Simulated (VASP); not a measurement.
# Ga in VASP: notebook

Runs on Ga. Level: PBE. Tasks: single point.

All numbers are computed with VASP 6.6.1; they aren't measurements. Logs are shortened: lines on timing, memory, paths and dates and some standing lists are left out, and cuts for length are marked.

## 1. The cell of the first run

Symmetry: Cmce, No. 64, orthorhombic system. Conventional cell: a = 4.523 Å, b = 7.661 Å, c = 4.524 Å, α = 90.00°, β = 90.00°, γ = 90.00°. Ga (site symmetry m) has 7 Ga at 2.48 to 2.79 Å within 3.3 Å.

## 2. Single point, PBE

INCAR

```
  PREC = Accurate
  ENCUT = 520
  EDIFF = 1E-7
  ISMEAR = -1
  SIGMA = 0.05
  LREAL = F
  LASPH = T
  NELM = 80
  ALGO = Fast
  ISIF = 2
  LWAVE = F
  LCHARG = F
  GGA = PE
  NBANDS = 34
```

KPOINTS

```
regular mesh
0
Gamma
  7 7 6
```

POSCAR

```
Ga
1.0
    2.2615000000     -3.8305000000      0.0000000000
    2.2615000000      3.8305000000      0.0000000000
    0.0000000000      0.0000000000      4.5240000000
Ga
4
Direct
    0.3451000000      0.6549000000      0.4190000000
    0.1549000000      0.8451000000      0.9190000000
    0.6549000000      0.3451000000      0.5810000000
    0.8451000000      0.1549000000      0.0810000000
```

Potentials or basis: VASP PAW PBE potentials, release 64 (Ga_d).

Launch:

```bash
$ cat potpaw_PBE.64/Ga_d/POTCAR > POTCAR
$ mpirun -np 1 vasp_std > vasp.out
```

OUTCAR:

```text
PREC = Accurate
   ENCUT = 520
   EDIFF = 1E-7
   ISMEAR = -1
   LREAL = F
   LASPH = T
   NELM = 80
   ISIF = 2
   GGA = PE

 ion  position               nearest neighbor table
   1  0.345  0.655  0.419-   3 2.48   2 2.69   2 2.69   4 2.73   4 2.73   3 2.79   3 2.79
   2  0.155  0.845  0.919-   4 2.48   1 2.69   1 2.69   3 2.73   3 2.73   4 2.79   4 2.79
   3  0.655  0.345  0.581-   1 2.48   4 2.69   4 2.69   2 2.73   2 2.73   1 2.79   1 2.79
   4  0.845  0.155  0.081-   2 2.48   3 2.69   3 2.69   1 2.73   1 2.73   2 2.79   2 2.79

  LATTYP: Found a base centered orthorhombic cell.
 ALAT       =     4.5230000000
 B/A-ratio  =     1.6937873093
 C/A-ratio  =     1.0002210922

  Lattice vectors:

 A1 = (   2.2615000000,  -3.8305000000,   0.0000000000)
 A2 = (   2.2615000000,   3.8305000000,   0.0000000000)
 A3 = (   0.0000000000,   0.0000000000,   4.5240000000)

Analysis of symmetry for initial positions (statically):
=====================================================================
 Subroutine PRICEL returns:
 Original cell was already a primitive cell.

 Routine SETGRP: Setting up the symmetry group for a
 base centered orthorhombic supercell.

 Subroutine GETGRP returns: Found  8 space group operations
 (whereof  4 operations were pure point group operations)
 out of a pool of  8 trial point group operations.

The static configuration has the point symmetry C_2h.
 The point group associated with its full space group is D_2h.

Analysis of symmetry for dynamics (positions and initial velocities):
=====================================================================
 Subroutine PRICEL returns:
 Original cell was already a primitive cell.

 Routine SETGRP: Setting up the symmetry group for a
 base centered orthorhombic supercell.

 Subroutine GETGRP returns: Found  8 space group operations
 (whereof  4 operations were pure point group operations)
 out of a pool of  8 trial point group operations.

The dynamic configuration has the point symmetry C_2h.
 The point group associated with its full space group is D_2h.

 Subroutine INISYM returns: Found  8 space group operations
 (whereof  4 operations are pure point group operations),
 and found     1 'primitive' translations

----------------------------------------------------------------------------------------

                                     Primitive cell

  volume of cell :      78.3799

  direct lattice vectors                    reciprocal lattice vectors
     2.261500000 -3.830500000  0.000000000     0.221092195 -0.130531262  0.000000000
     2.261500000  3.830500000  0.000000000     0.221092195  0.130531262  0.000000000
     0.000000000  0.000000000  4.524000000     0.000000000  0.000000000  0.221043324

  length of vectors
     4.448270731  4.448270731  4.524000000     0.256749234  0.256749234  0.221043324

  position of ions in fractional coordinates (direct lattice)
     0.345100000  0.654900000  0.419000000
     0.154900000  0.845100000  0.919000000
     0.654900000  0.345100000  0.581000000
     0.845100000  0.154900000  0.081000000

  ion indices of the primitive-cell ions
   primitive index   ion index
                 1           1
                 2           2
                 3           3
                 4           4

----------------------------------------------------------------------------------------

 KPOINTS: regular mesh

Automatic generation of k-mesh.
 Grid dimensions read from file:
 generate k-points for:    7    7    6

 Generating k-lattice:

  Cartesian coordinates                     Fractional coordinates (reciprocal lattice)
     0.031584599 -0.018647323  0.000000000     0.142857143  0.000000000  0.000000000
     0.031584599  0.018647323  0.000000000     0.000000000  0.142857143  0.000000000
     0.000000000  0.000000000  0.036840554     0.000000000  0.000000000  0.166666667

  Length of vectors
     0.036678462  0.036678462  0.036840554

  Shift w.r.t. Gamma in fractional coordinates (k-lattice)
     0.000000000  0.000000000  0.000000000

 Subroutine IBZKPT returns following result:
 ===========================================

 Found     64 irreducible k-points:

 Following reciprocal coordinates:
            Coordinates               Weight
  0.000000  0.000000  0.000000      1.000000
  0.142857  0.000000  0.000000      4.000000
  0.285714  0.000000  0.000000      4.000000
  0.428571 -0.000000  0.000000      4.000000
  0.142857  0.142857  0.000000      2.000000
  0.285714  0.142857  0.000000      4.000000
[... 16 lines left out ...]
  0.428571  0.142857  0.166667      8.000000
 -0.428571  0.142857  0.166667      8.000000
 [... further k-points ...]
   k-points           NKPTS =     64   k-points in BZ     NKDIM =     64   number of bands    NBANDS=     34
   number of dos      NEDOS =    301   number of ions     NIONS =      4
   total plane-waves  NPLWV =  46656
   dimension x,y,z NGX =    36 NGY =   36 NGZ =   36
   dimension x,y,z NGXF=    72 NGYF=   72 NGZF=   72
   ions per type =               4
   NGX,Y,Z   is equivalent  to a cutoff of  13.45, 13.45, 13.23 a.u.
   NGXF,Y,Z  is equivalent  to a cutoff of  26.91, 26.91, 26.46 a.u.
 SYSTEM =  unknown system
   PREC   = accura    normal or accurate (medium, high low for compatibility)
   ISTART =      0    job   : 0-new  1-cont  2-samecut
   ICHARG =      2    charge: 1-file 2-atom 10-const
   ISPIN  =      1    spin polarized calculation?
   LNONCOLLINEAR =      F non collinear calculations
   LSORBIT =      F    spin-orbit coupling
   LASPH  =      T    aspherical Exc in radial PAW
   ENCUT  =  520.0 eV  38.22 Ry    6.18 a.u.   8.27  8.27  8.41*2*pi/ulx,y,z
   NELM   =     80;   NELMIN=  2; NELMDL= -5     # of ELM steps
   EDIFF  = 0.1E-06   stopping-criterion for ELM
   LREAL  =      F    real-space projection
   EDIFFG = 0.1E-05   stopping-criterion for IOM
   NSW    =      0    number of steps for IOM
   IBRION =     -1    ionic relax: 0-MD 1-quasi-New 2-CG
   NFREE  =      0    steps in history (QN), initial steepest desc. (CG)
   ISIF   =      2    stress and relaxation
   ISYM   =      2    0-nonsym 1-usesym 2-fastsym
   POTIM  = 0.5000    time-step for ionic-motion
   TEBEG  =    0.0;   TEEND  =   0.0 temperature during run
   PSTRESS=    0.0 pullay stress
   NELECT =      52.0000    total number of electrons
   NUPDOWN=      -1.0000    fix difference up-down
   EMIN   =  10.00;   EMAX   =-10.00  energy-range for DOS
   EFERMI =   0.00;   METHOD = LEGACY
   ISMEAR =    -1;   SIGMA  =   0.05  broadening in eV -4-tet -1-fermi 0-gaus
   EFERMI_NEDOS =   21; number of points for ismear=-14 and -15
   IALGO  =     68    algorithm
   IMIX   =      4    mixing-type and parameters
     AMIX     =   0.40;   BMIX     =  1.00
     AMIX_MAG =   1.60;   BMIX_MAG =  1.00
  volume/ion in A,a.u.               =      19.59       132.23
  Fermi-wavevector in a.u.,A,eV,Ry     =   1.427823  2.698194 27.737908  2.038679
  Thomas-Fermi vector in A             =   2.547951
   LORBIT       =      0    0 simple, 1 ext, 2 COOP (PROOUT), +10 PAW based schemes
   GGA     = PE    functional components
   LHFCALC =     F    Hartree Fock is set to
   AEXX    =    0.0000 exact exchange contribution
   IVDW    =     0    specifies the selected vdW correction
   LEPSILON=     F    determine dielectric tensor
   LRPA    =     F    only Hartree local field effects (RPA)
 non-spin polarized calculation
 RMM-DIIS sequential band-by-band and
  energy-cutoff  :      520.00
  volume of cell :       78.38
 maximum number of plane-waves:      2131
 NGX is ok and might be reduce to    36
   NGX = 17   NGY = 17   NGZ = 17

 number of electron      52.0000010 magnetization

 Free energy of the ion-electron system (eV)
  ---------------------------------------------------
  ext. energy  EPLUGINS =         0.00000000
  ---------------------------------------------------
  free energy    TOTEN  =       -11.59933917 eV

  energy without entropy =      -11.59054320  energy(sigma->0) =      -11.59494118

 E-fermi :   5.0985     XC(G=0): -10.6468

 val. band max:        5.0872570307   @ k =   0.2857   0.2857   0.0000
 cond. band min:       5.1177807925   @ k =  -0.2857   0.1429   0.1667
 fundamental gap:      0.0305237618
 Fermi energy:         5.0984629697

 k-point     1 :       0.0000    0.0000    0.0000
  band No.  band energies     occupation
      1     -10.1179      2.00000
      2     -10.1146      2.00000
      3     -10.0888      2.00000
      4     -10.0690      2.00000
      5     -10.0404      2.00000
      6     -10.0162      2.00000
[... 26 lines left out ...]
     33      12.3492      0.00000
     34      13.1294      0.00000

 k-point     2 :       0.1429    0.0000    0.0000
  band No.  band energies     occupation
      1     -10.1206      2.00000
      2     -10.1061      2.00000
      3     -10.0932      2.00000
      4     -10.0775      2.00000
      5     -10.0285      2.00000
      6     -10.0099      2.00000
[... 26 lines left out ...]
     33      11.7066      0.00000
     34      12.5831      0.00000

 k-point     3 :       0.2857    0.0000    0.0000
  band No.  band energies     occupation
      1     -10.1164      2.00000
      2     -10.1049      2.00000
      3     -10.0965      2.00000
      4     -10.0792      2.00000
      5     -10.0281      2.00000
      6     -10.0073      2.00000
[... 26 lines left out ...]
     33      10.9948      0.00000
     34      12.2180      0.00000

 k-point     4 :       0.4286   -0.0000    0.0000
  band No.  band energies     occupation
      1     -10.1170      2.00000
      2     -10.1094      2.00000
      3     -10.0870      2.00000
      4     -10.0600      2.00000
      5     -10.0435      2.00000
      6     -10.0383      2.00000
[... 26 lines left out ...]
     33      11.4075      0.00000
     34      12.5764      0.00000

 k-point     5 :       0.1429    0.1429    0.0000
  band No.  band energies     occupation
      1     -10.1197      2.00000
      2     -10.1108      2.00000
      3     -10.0930      2.00000
      4     -10.0812      2.00000
      5     -10.0068      2.00000
      6     -10.0064      2.00000
[... 621 lines left out ...]
 k-point    22 :       0.2857    0.1429    0.1667
  band No.  band energies     occupation
      1     -10.1478      2.00000
      2     -10.1009      2.00000
      3     -10.0968      2.00000
      4     -10.0622      2.00000
      5     -10.0430      2.00000
      6     -10.0044      2.00000
[... 26 lines left out ...]
     33      11.6670      0.00000
     34      12.7966      0.00000

 k-point    23 :       0.4286    0.1429    0.1667
  band No.  band energies     occupation
      1     -10.1501      2.00000
      2     -10.1087      2.00000
      3     -10.0838      2.00000
      4     -10.0664      2.00000
      5     -10.0465      2.00000
      6     -10.0112      2.00000
[... 26 lines left out ...]
     33      12.7821      0.00000
     34      13.8202      0.00000

 k-point    24 :      -0.4286    0.1429    0.1667
  band No.  band energies     occupation
      1     -10.1410      2.00000
      2     -10.1198      2.00000
      3     -10.0803      2.00000
      4     -10.0621      2.00000
      5     -10.0511      2.00000
      6     -10.0130      2.00000
[... 26 lines left out ...]
     33      12.3842      0.00000
     34      13.0763      0.00000

 [... further k-points ...]
[... 5 lines left out ...]
  --------------------------------------------------------------------------------------
  -------------------------------------------------------------------------------------
  Total        0.5410813      1.3143766      1.0809638      0.0000000     -0.0000000      0.0000000
  in kB       11.0603398     26.8674074     22.0961749      0.0000000     -0.0000000      0.0000000
  external PRESSURE =      20.0079740 kB  Pullay stress =       0.0000000 kB

 VOLUME and BASIS-vectors are now :
 -----------------------------------------------------------------------------
  energy-cutoff  :      520.00
  volume of cell :       78.38
      direct lattice vectors                 reciprocal lattice vectors
     2.261500000 -3.830500000  0.000000000     0.221092195 -0.130531262  0.000000000
     2.261500000  3.830500000  0.000000000     0.221092195  0.130531262  0.000000000
     0.000000000  0.000000000  4.524000000     0.000000000  0.000000000  0.221043324

 POSITION                                       TOTAL-FORCE (eV/Angst)
 -----------------------------------------------------------------------------------
      2.26150      1.18669      1.89556         0.000000      0.094311     -0.040337
      2.26150      2.64381      4.15756         0.000000     -0.094311     -0.040337
      2.26150     -1.18669      2.62844         0.000000     -0.094311      0.040337
      2.26150     -2.64381      0.36644         0.000000      0.094311      0.040337
 -----------------------------------------------------------------------------------
    total drift:                               -0.000000     -0.000000      0.000000

  FREE ENERGIE OF THE ION-ELECTRON SYSTEM (eV)
  ---------------------------------------------------
  free  energy   TOTEN  =       -11.5993391697 eV

  energy  without entropy=      -11.5905431993  energy(sigma->0) =      -11.59494118
```

Run time: 1.9 min. Hardware: 1 thread of Intel Xeon Platinum 8559C (Emerald Rapids), shared host; peak memory 0.27 GiB.

Results:

```yaml
Free_energy: -11.5993 eV
Pressure: 2.0 GPa
Largest_force: 0.103 eV/Å
Band_gap_on_the_k_mesh: zero (band 26 reaches 5.44 eV, above the bottom of band 27 at 4.16 eV)
```

Forces in eV/Å, atoms in the order of the input:
```
Ga   0.000  0.094 -0.040
Ga   0.000 -0.094 -0.040
Ga   0.000 -0.094  0.040
Ga   0.000  0.094  0.040
```

Levels at points of the mesh, in eV from the Fermi level:
```
           k point  band 23  band 24  band 25  band 26  band 27  band 28  band 29  band 30
(0.00, 0.00, 0.00)    -3.76    -1.83    -1.75    -0.84     0.85     0.88     0.99     4.99
(0.00, 0.00, 0.50)    -0.25    -0.25    -0.04    -0.04    -0.03    -0.03     2.02     2.02
```

[end of part 1 of 2]
